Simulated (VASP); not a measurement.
# Ga2P (P4/nmm) in VASP: further runs

Runs on Ga2P. Level: PBE. Tasks: single point, relaxation of cell and atoms.

Program: VASP 6.6.1. These are calculated values, not measurements. Logs are shortened: lines on timing, memory, paths and dates and some standing lists are left out, and cuts for length are marked.

## 1. The cell of the first run

Symmetry: P4/nmm, No. 129, tetragonal system. The conventional cell has a = 3.693 Å, b = 3.693 Å, c = 7.955 Å, α = 90.00°, β = 90.00°, γ = 90.00°. Ga (site symmetry -4m2) has 8 Ga at 2.61 to 3.41 Å and 4 P at 3.13 Å within 3.5 Å. Within 3.5 Å of Ga (site symmetry 4mm) lie 5 P at 2.57 to 2.63 Å and 8 Ga at 3.41 to 3.44 Å. P (site symmetry 4mm) has 9 Ga at 2.57 to 3.13 Å within 3.4 Å.

The cell was generated, and may not be a known phase.

## 2. Single point, PBE

INCAR reads:

```
SYSTEM = Ga2P
PREC = Accurate ; ENCUT = 520
EDIFF = 1E-7 ; ISMEAR = 0
SIGMA = 0.1 ; LREAL = .False.
LASPH = .True. ; NELM = 100
ALGO = Normal ; ISIF = 2
LWAVE = .False. ; LCHARG = .True.
GGA = PE ; LELF = .True.
LVHAR = .True. ; NBANDS = 40
```

KPOINTS reads:

```
regular mesh
0
Gamma
  4 4 4
  0 0 0
```

POSCAR reads:

```
Ga2P
1.0
    3.6932584977      0.0000000000      0.0000000000
    0.0000000000      3.6932584977      0.0000000000
    0.0000000000      0.0000000000      7.9553362649
Ga P
4 2
Direct
    0.5000000000      0.5000000000      0.0000000000
    0.0000000000      0.0000000000      0.0000000000
    0.5000000000      0.0000000000      0.3597297619
    0.0000000000      0.5000000000      0.6402702381
    0.5000000000      0.0000000000      0.6821733144
    0.0000000000      0.5000000000      0.3178266856
```

Potentials or basis: VASP PAW PBE potentials, release 64 (Ga_d, P).

Launch:

```
$ cat potpaw_PBE.64/Ga_d/POTCAR potpaw_PBE.64/P/POTCAR > POTCAR
$ mpirun -np 1 vasp_std > vasp.out
```

OUTCAR:

```text
SYSTEM = Ga2P
   PREC = Accurate
   ENCUT = 520
   EDIFF = 1E-7
   ISMEAR = 0
   LREAL = .False.
   LASPH = .True.
   NELM = 100
   ISIF = 2
   GGA = PE

 ion  position               nearest neighbor table
   1  0.500  0.500  0.000-   2 2.61   2 2.61   2 2.61   2 2.61
   2  0.000  0.000  0.000-   1 2.61   1 2.61   1 2.61   1 2.61
   3  0.500  0.000  0.360-   5 2.57   6 2.63   6 2.63   6 2.63   6 2.63
   4  0.000  0.500  0.640-   6 2.57   5 2.63   5 2.63   5 2.63   5 2.63
   5  0.500  0.000  0.682-   3 2.57   4 2.63   4 2.63   4 2.63   4 2.63
   6  0.000  0.500  0.318-   4 2.57   3 2.63   3 2.63   3 2.63   3 2.63

  LATTYP: Found a simple tetragonal cell.
 ALAT       =     3.6932584977
 C/A-ratio  =     2.1540155583

  Lattice vectors:

 A1 = (   3.6932584977,   0.0000000000,   0.0000000000)
 A2 = (   0.0000000000,   3.6932584977,   0.0000000000)
 A3 = (   0.0000000000,   0.0000000000,   7.9553362649)

Analysis of symmetry for initial positions (statically):
=====================================================================
 Subroutine PRICEL returns:
 Original cell was already a primitive cell.

 Routine SETGRP: Setting up the symmetry group for a
 simple tetragonal supercell.

 Subroutine GETGRP returns: Found 16 space group operations
 (whereof  8 operations were pure point group operations)
 out of a pool of 16 trial point group operations.

The static configuration has the point symmetry D_2d.
 The point group associated with its full space group is D_4h.

Analysis of symmetry for dynamics (positions and initial velocities):
=====================================================================
 Subroutine PRICEL returns:
 Original cell was already a primitive cell.

 Routine SETGRP: Setting up the symmetry group for a
 simple tetragonal supercell.

 Subroutine GETGRP returns: Found 16 space group operations
 (whereof  8 operations were pure point group operations)
 out of a pool of 16 trial point group operations.

The dynamic configuration has the point symmetry D_2d.
 The point group associated with its full space group is D_4h.

 Subroutine INISYM returns: Found 16 space group operations
 (whereof  8 operations are pure point group operations),
 and found     1 'primitive' translations

----------------------------------------------------------------------------------------

[... 94 lines left out ...]
   LREAL  =      F    real-space projection
   EDIFFG = 0.1E-05   stopping-criterion for IOM
   NSW    =      0    number of steps for IOM
   IBRION =     -1    ionic relax: 0-MD 1-quasi-New 2-CG
   NFREE  =      0    steps in history (QN), initial steepest desc. (CG)
   ISIF   =      2    stress and relaxation
   ISYM   =      2    0-nonsym 1-usesym 2-fastsym
   POTIM  = 0.5000    time-step for ionic-motion
   TEBEG  =    0.0;   TEEND  =   0.0 temperature during run
   PSTRESS=    0.0 pullay stress
   NELECT =      62.0000    total number of electrons
   NUPDOWN=      -1.0000    fix difference up-down
   EMIN   =  10.00;   EMAX   =-10.00  energy-range for DOS
   EFERMI =   0.00;   METHOD = LEGACY
   ISMEAR =     0;   SIGMA  =   0.10  broadening in eV -4-tet -1-fermi 0-gaus
   EFERMI_NEDOS =   21; number of points for ismear=-14 and -15
   IALGO  =     38    algorithm
   IMIX   =      4    mixing-type and parameters
     AMIX     =   0.40;   BMIX     =  1.00
     AMIX_MAG =   1.60;   BMIX_MAG =  1.00
  volume/ion in A,a.u.               =      18.09       122.05
  Fermi-wavevector in a.u.,A,eV,Ry     =   1.358458  2.567113 25.108286  1.845407
  Thomas-Fermi vector in A             =   2.485289
   LORBIT       =      0    0 simple, 1 ext, 2 COOP (PROOUT), +10 PAW based schemes
   GGA     = PE    functional components
   LHFCALC =     F    Hartree Fock is set to
   AEXX    =    0.0000 exact exchange contribution
   IVDW    =     0    specifies the selected vdW correction
   LEPSILON=     F    determine dielectric tensor
   LRPA    =     F    only Hartree local field effects (RPA)
 non-spin polarized calculation
 Gauss-broadening in eV      SIGMA  =   0.10
  energy-cutoff  :      520.00
  volume of cell :      108.51
 maximum number of plane-waves:      2960
 NGX is ok and might be reduce to    28
   NGX = 13   NGY = 13   NGZ = 29

 number of electron      61.9999967 magnetization

 Free energy of the ion-electron system (eV)
  ---------------------------------------------------
  ext. energy  EPLUGINS =         0.00000000
  ---------------------------------------------------
  free energy    TOTEN  =       -21.94826663 eV

  energy without entropy =      -21.94487856  energy(sigma->0) =      -21.94657259

 E-fermi :   6.0827     XC(G=0): -10.8903

 val. band max:        6.0541445556   @ k =   0.0000   0.0000   0.2500
 cond. band min:       6.3402385751   @ k =   0.2500   0.0000   0.0000
 fundamental gap:      0.2860940195
 Fermi energy:         6.0826557852

 k-point     1 :       0.0000    0.0000    0.0000
  band No.  band energies     occupation
      1      -9.3818      2.00000
      2      -9.2339      2.00000
      3      -9.2134      2.00000
      4      -9.0715      2.00000
      5      -9.0715      2.00000
      6      -8.8811      2.00000
[... 763 lines left out ...]
     39      13.8851      0.00000
     40      13.8851      0.00000

------------------------ aborting loop because EDIFF is reached ----------------------------------------

  FORCE on cell =-STRESS in cart. coord.  units (eV):
  Direction    XX          YY          ZZ          XY          YZ          ZX
  --------------------------------------------------------------------------------------
  -------------------------------------------------------------------------------------
  Total        0.0907580      0.0907580     -0.1551782      0.0000000      0.0000000      0.0000000
  in kB        1.3400395      1.3400395     -2.2912011      0.0000000      0.0000000      0.0000000
  external PRESSURE =       0.1296260 kB  Pullay stress =       0.0000000 kB

 VOLUME and BASIS-vectors are now :
 -----------------------------------------------------------------------------
  energy-cutoff  :      520.00
  volume of cell :      108.51
      direct lattice vectors                 reciprocal lattice vectors
     3.693258498  0.000000000  0.000000000     0.270763609  0.000000000  0.000000000
     0.000000000  3.693258498  0.000000000     0.000000000  0.270763609  0.000000000
     0.000000000  0.000000000  7.955336265     0.000000000  0.000000000  0.125701789

 POSITION                                       TOTAL-FORCE (eV/Angst)
 -----------------------------------------------------------------------------------
      1.84663      1.84663      0.00000        -0.000000     -0.000000      0.000000
      0.00000      0.00000      0.00000         0.000000      0.000000      0.000000
      1.84663      0.00000      2.86177        -0.000000     -0.000000      0.011042
      0.00000      1.84663      5.09357         0.000000     -0.000000     -0.011042
      1.84663      0.00000      5.42692         0.000000      0.000000     -0.033870
      0.00000      1.84663      2.52842         0.000000     -0.000000      0.033870
 -----------------------------------------------------------------------------------
    total drift:                                0.000000      0.000000      0.000000

  FREE ENERGIE OF THE ION-ELECTRON SYSTEM (eV)
  ---------------------------------------------------
  free  energy   TOTEN  =       -21.9482666259 eV

  energy  without entropy=      -21.9448785620  energy(sigma->0) =      -21.94657259
```

OSZICAR:

```text
N       E                     dE             d eps       ncg     rms          rms(c)
DAV:   1     0.508214086935E+03    0.50821E+03   -0.28843E+04  1576   0.264E+03
DAV:   2     0.529801344136E+02   -0.45523E+03   -0.43647E+03  1504   0.614E+02
DAV:   3    -0.188075191407E+02   -0.71788E+02   -0.69241E+02  1632   0.169E+02
DAV:   4    -0.224291493042E+02   -0.36216E+01   -0.35835E+01  1784   0.390E+01
DAV:   5    -0.225167053167E+02   -0.87556E-01   -0.87508E-01  1880   0.618E+00    0.542E+00
DAV:   6    -0.219725192022E+02    0.54419E+00   -0.10619E+00  2072   0.104E+01    0.309E+00
DAV:   7    -0.219524691471E+02    0.20050E-01   -0.35714E-01  1736   0.286E+00    0.143E+00
DAV:   8    -0.219480495624E+02    0.44196E-02   -0.35406E-02  1712   0.213E+00    0.379E-01
DAV:   9    -0.219482010753E+02   -0.15151E-03   -0.50253E-03  1784   0.519E-01    0.118E-01
DAV:  10    -0.219482263592E+02   -0.25284E-04   -0.38303E-04  1920   0.134E-01    0.640E-02
DAV:  11    -0.219482678066E+02   -0.41447E-04   -0.90475E-05  1720   0.830E-02    0.104E-02
DAV:  12    -0.219482665405E+02    0.12661E-05   -0.13178E-05  1752   0.479E-02    0.114E-02
DAV:  13    -0.219482668531E+02   -0.31259E-06   -0.27136E-06  1920   0.104E-02    0.388E-03
DAV:  14    -0.219482667242E+02    0.12891E-06   -0.22850E-07  1360   0.284E-03    0.121E-03
DAV:  15    -0.219482666259E+02    0.98215E-07   -0.56124E-08   976   0.238E-03
   1 F= -.21948267E+02 E0= -.21946573E+02  d E =-.338806E-02
```

stdout:

```text
POSCAR found type information on POSCAR GaP
 POSCAR found :  2 types and       6 ions
 scaLAPACK will be used
 LDA part: xc-table for (Slater+PW92), standard interpolation
 POSCAR, INCAR and KPOINTS ok, starting setup
 FFT: planning ... GRIDC
 FFT: planning ... GRID_SOFT
 FFT: planning ... GRID
 WAVECAR not read
 entering main loop
```

It took 40 s on 1 thread of Intel Xeon 6975P-C (Granite Rapids), shared host; peak memory 0.22 GiB.

What came out:

| Quantity | Value |
| --- | --- |
| Free energy | -21.9483 eV |
| Pressure | 0.0 GPa |
| Largest force | 0.034 eV/Å |
| Band gap on the k mesh | zero (bands 31 and 32 overlap by 6.10 eV) |

Forces in eV/Å, atoms in the order of the input:
```
Ga   0.000  0.000  0.000
Ga   0.000  0.000  0.000
Ga   0.000  0.000  0.011
Ga   0.000  0.000 -0.011
P    0.000  0.000 -0.034
P    0.000  0.000  0.034
```

Levels at points of the mesh, in eV from the Fermi level:
| k point | band 28 | band 29 | band 30 | band 31 | band 32 | band 33 | band 34 | band 35 |
| --- | --- | --- | --- | --- | --- | --- | --- | --- |
| (0.00, 0.00, 0.00) | -1.82 | -0.96 | -0.96 | -0.16 | 0.75 | 0.75 | 0.80 | 1.83 |
| (0.50, 0.00, 0.00) | -1.03 | -0.21 | -0.21 | 0.85 | 0.85 | 2.33 | 2.33 | 3.09 |
| (0.50, 0.50, 0.00) | -4.04 | -4.03 | -4.03 | -3.63 | -3.63 | 0.76 | 0.76 | 3.12 |
| (0.00, 0.00, 0.50) | -1.45 | -1.45 | -1.09 | 0.47 | 0.85 | 1.24 | 1.24 | 2.84 |
| (0.50, 0.00, 0.50) | -2.95 | -0.17 | -0.17 | 2.47 | 2.47 | 2.62 | 2.62 | 3.04 |
| (0.50, 0.50, 0.50) | -5.36 | -2.41 | -2.41 | -2.37 | -2.37 | -1.18 | -1.18 | 1.47 |

Caveat: the k points lie up to 0.43 Å⁻¹ apart, too coarse for converged energies and pressures of a metal.

## 3. Single point, PBE

This run uses another cell than the first one, of 18.85 Å³/atom.

INCAR reads:

```
PREC     = Accurate       # precision mode
ENCUT    = 520            # plane-wave cutoff, eV
EDIFF    = 1E-6           # SCF threshold, eV
ISMEAR   = 0              # smearing method
SIGMA    = 0.1            # smearing width, eV
LREAL    = F              # projectors in reciprocal space
LASPH    = T              # aspherical terms in the spheres
NELM     = 80             # most SCF steps
ALGO     = Normal         # electronic algorithm
ISIF     = 2              # what is computed and relaxed
LWAVE    = F              # write WAVECAR
LCHARG   = F              # write CHGCAR
GGA      = PE             # functional
NBANDS   = 40             # bands
```

KPOINTS reads:

```
regular mesh
0
Gamma
  4 4 4
```

POSCAR reads:

```
Ga2P
1.0
    4.0667183200      0.0000000000      0.0000000000
    0.0000000000      4.0667183200      0.0000000000
    0.0000000000      0.0000000000      6.8396162400
Ga P
4 2
Direct
    0.5000000000      0.5000000000      0.0000000000
    0.0000000000      0.0000000000      0.0000000000
    0.5000000000      0.0000000000      0.3037024700
    0.0000000000      0.5000000000      0.6962975300
    0.5000000000      0.0000000000      0.7123227700
    0.0000000000      0.5000000000      0.2876772300
```

Potentials or basis: VASP PAW PBE potentials, release 64 (Ga_d, P).

Launch:

```
$ cat potpaw_PBE.64/Ga_d/POTCAR potpaw_PBE.64/P/POTCAR > POTCAR
$ mpirun -np 1 vasp_std > vasp.out
```

It took 40 s on 1 thread of Intel Xeon 6975P-C (Granite Rapids), shared host; peak memory 0.23 GiB.

It converged, with:

```
Free energy            : -21.1635 eV
Pressure               : -0.8 GPa
Largest force          : 1.221 eV/Å
Band gap on the k mesh : zero (bands 31 and 32 overlap by 2.70 eV)
```

Forces on the atoms (eV/Å):
```
Ga   0.000  0.000  0.000
Ga   0.000  0.000  0.000
Ga   0.000  0.000  1.221
Ga   0.000  0.000 -1.221
P    0.000  0.000 -0.525
P    0.000  0.000  0.525
```

Stress tensor (GPa, compression positive):
```
-1.22  0.00  0.00
 0.00 -1.22  0.00
 0.00  0.00 -0.11
```

Levels at points of the mesh, in eV from the Fermi level:
```
           k point  band 29  band 30  band 31  band 32  band 33  band 34
(0.00, 0.00, 0.00)    -1.47    -1.47    -1.20     1.43     1.43     1.66
(0.50, 0.00, 0.00)    -0.23    -0.23     0.93     0.93     1.47     1.47
(0.50, 0.50, 0.00)    -3.97    -3.97    -1.77    -1.77     3.37     3.37
(0.00, 0.00, 0.50)    -2.27    -2.27    -1.60     0.75     1.92     2.30
(0.50, 0.00, 0.50)    -1.31    -1.31     0.57     0.57     1.04     1.04
(0.50, 0.50, 0.50)    -1.39    -1.39    -0.40    -0.40    -0.21    -0.21
```

Caveat: the k points lie up to 0.39 Å⁻¹ apart, too coarse for converged energies and pressures of a metal; forces of over 1 eV/Å act on the atoms, so gaps and moduli don't describe the material at rest.

(Continued in part 2 of 2.)

The gap in the log of VASP goes by the Fermi energy; the results here count the filled bands.